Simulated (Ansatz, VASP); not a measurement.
# One calculation of As, two programs

```
CELL_PARAMETERS angstrom
4.69391 0.00000 0.00000
-2.34695 4.06504 0.00000
0.00000 0.00000 2.87736
ATOMIC_POSITIONS crystal
As 0.00000 0.00000 0.00000
As 0.33333 0.66667 0.50000
As 0.66667 0.33333 0.50000
```

Alike in both runs: task relaxation of cell and atoms; functional BLYP; k mesh 8 × 8 × 11; occupations fermi-dirac, width 0.1 eV; no spin polarisation.

```csv
,VASP,Ansatz
version,VASP 6.6.1,Ansatz 0.2.0
potentials or method,"VASP PAW PBE potentials, release 64 (As), cutoff 600 eV","plane waves (420 eV) with PAW, scalar-relativistic"
valence electrons in the cell,15,45
```

Ansatz gave:

```
relaxed volume (Å³/atom)                                     : 21.23
relaxed cell length with the largest relative difference (Å) : 2.922
```

Question: Estimate VASP's values.

Answer: Relaxed volume (Å³/atom): 21.32; relaxed cell length with the largest relative difference (Å): 2.927.

VASP's potentials were made for PBE, not for BLYP. VASP's potentials hold 15 valence electrons a cell and Ansatz's 45, so a difference there can come from the potentials and not from the codes.

Noted on VASP's run: the volume moved by over 15 % at a fixed basis, so the end points are rough.
